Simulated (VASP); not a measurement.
# Bi (P6_3/mmc) in VASP: relaxation of cell and atoms with PBE

Aim: the relaxation of cell and atoms of Bi with PBE.

All numbers are computed with VASP 6.6.1; they aren't measurements. Logs are shortened: lines on timing, memory, paths and dates and some standing lists are left out, and cuts for length are marked.

### Step 1. The cell of the first run

It takes space group P6_3/mmc (No. 194, hexagonal). Conventional cell: a = 3.322 Å, b = 3.322 Å, c = 5.243 Å, α = 90.00°, β = 90.00°, γ = 120.00°. Within 4.3 Å of Bi (site symmetry -6m2) lie 12 Bi at 3.25 to 3.32 Å.

### Step 2. Relaxation of cell and atoms, PBE, target pressure 21 GPa, at which the enthalpy is minimised

The input, INCAR:

```
SYSTEM = Bi
ALGO = Normal ; EDIFF = 1E-6
EDIFFG = -0.005 ; ENCUT = 600
GGA = PE ; IBRION = 2
ISIF = 3 ; ISMEAR = -1
LASPH = .TRUE. ; LCHARG = .FALSE.
LREAL = .FALSE. ; LWAVE = .FALSE.
NELM = 60 ; NSW = 32
PREC = Accurate ; PSTRESS = 210.0
SIGMA = 0.08
```

The input, KPOINTS:

```
k-points
0
G
  13 13 7
  0 0 0
```

The input, POSCAR:

```
Bi
1.0
    3.3220098692      0.0000000000      0.0000000000
   -1.6610049346      2.8769449383      0.0000000000
    0.0000000000      0.0000000000      5.2426858756
Bi
2
Direct
    0.3333333333      0.6666666667      0.2500000000
    0.6666666667      0.3333333333      0.7500000000
```

Potentials or basis: VASP PAW PBE potentials, release 64 (Bi_d).

Command:

```console
> cat potpaw_PBE.64/Bi_d/POTCAR > POTCAR
> mpirun -np 1 vasp_std > vasp.out
```

OUTCAR:

```text
SYSTEM = Bi
   EDIFF = 1E-6
   EDIFFG = -0.005
   ENCUT = 600
   GGA = PE
   IBRION = 2
   ISIF = 3
   ISMEAR = -1
   LASPH = .TRUE.
   LREAL = .FALSE.
   NELM = 60
   NSW = 32
   PREC = Accurate
   PSTRESS = 210.0

 ion  position               nearest neighbor table
   1  0.333  0.667  0.250-   2 3.25   2 3.25   2 3.25   2 3.25   2 3.25   2 3.25
   2  0.667  0.333  0.750-   1 3.25   1 3.25   1 3.25   1 3.25   1 3.25   1 3.25

  LATTYP: Found a hexagonal cell.
 ALAT       =     3.3220098692
 C/A-ratio  =     1.5781668574

  Lattice vectors:

 A1 = (   3.3220098692,   0.0000000000,   0.0000000000)
 A2 = (  -1.6610049346,   2.8769449383,   0.0000000000)
 A3 = (   0.0000000000,   0.0000000000,   5.2426858756)

Analysis of symmetry for initial positions (statically):
=====================================================================
 Subroutine PRICEL returns:
 Original cell was already a primitive cell.

 Routine SETGRP: Setting up the symmetry group for a
 hexagonal supercell.

 Subroutine GETGRP returns: Found 24 space group operations
 (whereof 12 operations were pure point group operations)
 out of a pool of 24 trial point group operations.

The static configuration has the point symmetry D_3d.
 The point group associated with its full space group is D_6h.

Analysis of symmetry for dynamics (positions and initial velocities):
=====================================================================
 Subroutine PRICEL returns:
 Original cell was already a primitive cell.

 Routine SETGRP: Setting up the symmetry group for a
 hexagonal supercell.

 Subroutine GETGRP returns: Found 24 space group operations
 (whereof 12 operations were pure point group operations)
 out of a pool of 24 trial point group operations.

The dynamic configuration has the point symmetry D_3d.
 The point group associated with its full space group is D_6h.

 Subroutine INISYM returns: Found 24 space group operations
 (whereof 12 operations are pure point group operations),
 and found     1 'primitive' translations

----------------------------------------------------------------------------------------

                                     Primitive cell

  volume of cell :      50.1056

[... 145 lines left out ...]
  Total        6.5694360      6.5694360      6.5563162      0.0000000      0.0000000      0.0000000
  in kB      210.0643526    210.0643525    209.6448363      0.0000000      0.0000000      0.0000000
  external PRESSURE =      -0.0754862 kB  Pullay stress =     210.0000000 kB

 VOLUME and BASIS-vectors are now :
 -----------------------------------------------------------------------------
  energy-cutoff  :      600.00
  volume of cell :       50.11
      direct lattice vectors                 reciprocal lattice vectors
     3.322009869  0.000000000  0.000000000     0.301022586  0.173795471  0.000000000
    -1.661004935  2.876944938  0.000000000     0.000000000  0.347590942  0.000000000
     0.000000000  0.000000000  5.242685876     0.000000000  0.000000000  0.190741926

 POSITION                                       TOTAL-FORCE (eV/Angst)
 -----------------------------------------------------------------------------------
     -0.00000      1.91796      1.31067         0.000000      0.000000      0.000000
      1.66100      0.95898      3.93201        -0.000000     -0.000000      0.000000
 -----------------------------------------------------------------------------------
    total drift:                               -0.000000      0.000000      0.000000

  FREE ENERGIE OF THE ION-ELECTRON SYSTEM (eV)
  ---------------------------------------------------
  free  energy   TOTEN  =        -6.8029446940 eV

  energy  without entropy=       -6.7805031801  energy(sigma->0) =       -6.79172394

  enthalpy is  TOTEN    =        -0.2355212687 eV   P V=        6.5674234254

--------------------------------------- Ionic step        2  -------------------------------------------

 number of electron      30.0000000 magnetization

 Free energy of the ion-electron system (eV)
  ---------------------------------------------------
  ext. energy  EPLUGINS =         0.00000000
  ---------------------------------------------------
  free energy    TOTEN  =        -6.80182355 eV

  energy without entropy =       -6.77939608  energy(sigma->0) =       -6.79060982

 E-fermi :  11.0652     XC(G=0): -11.3724

 val. band max:       11.0419521338   @ k =   0.4615   0.0769   0.0000
 cond. band min:      11.0652547085   @ k =   0.4615   0.0769   0.4286
 fundamental gap:      0.0233025747
 Fermi energy:        11.0651715198

 k-point     1 :       0.0000    0.0000    0.0000
  band No.  band energies     occupation
      1     -12.3446      2.00000
      2     -12.3125      2.00000
      3     -12.2822      2.00000
      4     -12.2822      2.00000
      5     -12.2592      2.00000
      6     -12.2592      2.00000
[... 505 lines left out ...]
      6     -12.2172      2.00000
[... 11 lines left out ...]
     18      17.0078      0.00000
     19      18.1354      0.00000

 [... further k-points ...]

------------------------ aborting loop because EDIFF is reached ----------------------------------------

  FORCE on cell =-STRESS in cart. coord.  units (eV):
  Direction    XX          YY          ZZ          XY          YZ          ZX
  --------------------------------------------------------------------------------------
  -------------------------------------------------------------------------------------
  Total        6.5709056      6.5709056      6.5608213     -0.0000000      0.0000000     -0.0000000
  in kB      210.1472495    210.1472495    209.8247397     -0.0000000      0.0000000     -0.0000000
  external PRESSURE =       0.0397463 kB  Pullay stress =     210.0000000 kB

 VOLUME and BASIS-vectors are now :
 -----------------------------------------------------------------------------
  energy-cutoff  :      600.00
  volume of cell :       50.10
      direct lattice vectors                 reciprocal lattice vectors
     3.322171135 -0.000000000  0.000000000     0.301007973  0.173787034 -0.000000000
    -1.661085568  2.877084599  0.000000000     0.000000000  0.347574069 -0.000000000
     0.000000000  0.000000000  5.241281254    -0.000000000 -0.000000000  0.190793043

 POSITION                                       TOTAL-FORCE (eV/Angst)
 -----------------------------------------------------------------------------------
     -0.00000      1.91806      1.31032         0.000000     -0.000000      0.000000
      1.66109      0.95903      3.93096        -0.000000      0.000000      0.000000
 -----------------------------------------------------------------------------------
    total drift:                               -0.000000      0.000000      0.000000

  FREE ENERGIE OF THE ION-ELECTRON SYSTEM (eV)
  ---------------------------------------------------
  free  energy   TOTEN  =        -6.8018235487 eV

  energy  without entropy=       -6.7793960838  energy(sigma->0) =       -6.79060982

  enthalpy is  TOTEN    =        -0.2355221960 eV   P V=        6.5663013527

 reached required accuracy - stopping structural energy minimisation
```

Run time: 39 s. Hardware: 1 thread of Intel Xeon 6975P-C (Granite Rapids), shared host; peak memory 0.23 GiB.

Results:

```yaml
Free_energy: -6.8018 eV
Relaxed_volume: 25.05 Å³/atom
Relaxed_cell: a = 3.322 Å, b = 3.322 Å, c = 5.241 Å, α = 90.00°, β = 90.00°, γ = 120.00°
Space_group_after_relaxing_to_0.05_Å: P6_3/mmc (No. 194)
Energy_change_on_relaxing_the_enthalpy_is_what_falls: +0.6 meV/atom
Ionic_steps: 2
Pressure_after_relaxing: 21.0 GPa
Band_gap_on_the_k_mesh: zero (band 15 reaches 15.72 eV, above the bottom of band 16 at 8.04 eV)
```

Step by step:
```tsv
step	energy change (eV)	largest force (eV/Å)	pressure (GPa)	volume (Å³)
1	0.0000	0.0000	20.99	50.11
2	0.0011	0.0000	21.00	50.10
```

Final structure:
```yaml
crystal:
  lattice:
    - [3.32217, 0.00000, 0.00000]
    - [-1.66109, 2.87708, 0.00000]
    - [0.00000, 0.00000, 5.24128]
  atoms:
    - { symbol: Bi, position: [0.33333, 0.66667, 0.25000] }
    - { symbol: Bi, position: [0.66667, 0.33333, 0.75000] }
```

Levels at points of the mesh, in eV from the Fermi level:
```tsv
k point	band 11	band 12	band 13	band 14	band 15	band 16	band 17	band 18	band 19
(0.00, 0.00, 0.00)	-15.42	-10.89	-6.72	3.85	3.85	6.08	6.08	7.32	7.50
```

Caveat: the cell is relaxed towards a set pressure, so the enthalpy falls and the energy may rise; spin-orbit coupling is left out, which moves the levels of the heavy elements.
